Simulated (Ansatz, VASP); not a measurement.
## One calculation of Al3GaN4, two programs

POSCAR

```
Al3GaN4
1.0
    4.4012372935      0.0000000000      0.0000000000
    0.0000000000      4.4012372935      0.0000000000
    0.0000000000      0.0000000000      4.4012372935
Al Ga N
3 1 4
Direct
    0.5000000000      0.5000000000      0.0000000000
    0.5000000000      0.0000000000      0.5000000000
    0.0000000000      0.5000000000      0.5000000000
    0.0065589541      0.0065589541      0.0065589541
    0.7444581597      0.7444581597      0.2555418403
    0.7444581597      0.2555418403      0.7444581597
    0.2555418403      0.7444581597      0.7444581597
    0.2555418403      0.2555418403      0.2555418403
```

File INCAR.step1:

```
  ALGO = Normal
  EDIFF = 1E-4
  ENCUT = 520
  GGA = PE
  ISMEAR = 0
  LASPH = True
  LCHARG = False
  LREAL = False
  LWAVE = True
  NBANDS = 31
  NELM = 60
  PREC = Accurate
  SIGMA = 0.05
```

Contents of INCAR.step2:

```
  ALGO = Normal
  EDIFF = 1E-6
  ENCUT = 520
  ISIF = 2
  ISMEAR = 0
  ISTART = 1
  LASPH = True
  LCHARG = True
  LELF = True
  LMIXTAU = True
  LREAL = False
  LVHAR = True
  LWAVE = False
  METAGGA = R2SCAN
  NBANDS = 31
  NELM = 60
  PREC = Accurate
  SIGMA = 0.05
```

File KPOINTS:

```
k-points
0
Gamma
  6 6 6
```

Input for Ansatz:

```yaml
crystal:
  lattice:
    - [4.4012372935, 0.0, 0.0]
    - [0.0, 4.4012372935, 0.0]
    - [0.0, 0.0, 4.4012372935]
  atoms:
    - { symbol: Al, position: [0.5, 0.5, 0.0] }
    - { symbol: Al, position: [0.5, 0.0, 0.5] }
    - { symbol: Al, position: [0.0, 0.5, 0.5] }
    - { symbol: Ga, position: [0.0065589541, 0.0065589541, 0.0065589541] }
    - { symbol: "N", position: [0.7444581597, 0.7444581597, 0.2555418403] }
    - { symbol: "N", position: [0.7444581597, 0.2555418403, 0.7444581597] }
    - { symbol: "N", position: [0.2555418403, 0.7444581597, 0.7444581597] }
    - { symbol: "N", position: [0.2555418403, 0.2555418403, 0.2555418403] }
basis:
  ecutwfc: 500
kpoints:
  mp_grid: { grid: [6, 6, 6] }
hamiltonian:
  xc: r2scan
scf:
  occupations: { method: gaussian, width: 0.05 }
output:
  forces: true
  stress: true
  eigenvalues: true
```

Change from the starting cell: all Ga atoms moved +0.050 Å, as atom 4 along Cartesian [1 1 1].

Alike in both runs: task single point; functional r2SCAN; k mesh 6 × 6 × 6; occupations gaussian, width 0.05 eV; no spin polarisation.

|  | VASP | Ansatz |
| --- | --- | --- |
| version | VASP 6.6.1 | Ansatz 0.2.0 |
| potentials or method | VASP PAW PBE potentials, release 64 (Al, Ga_d, N), cutoff 520 eV | scalar-relativistic, plane waves, PAW |
| valence electrons in the cell | 42 | 42 |

```tsv
	VASP	Ansatz	Ansatz less VASP
gap on the k mesh at the Fermi level (eV)	3.89	3.90	+0.006
least direct gap on the mesh (eV)	3.89	3.90	+0.006
pressure (GPa)	0.1	0.1	+0.01
traceless stress, the component that is largest in VASP (GPa)	0.59	0.57	-0.020
rms of the force components (eV/Å)	0.254	0.247	-0.0069
```

VASP's potentials were made for PBE, not for r2SCAN. Atom by atom the forces differ by 0.031 eV/Å (rms over components).
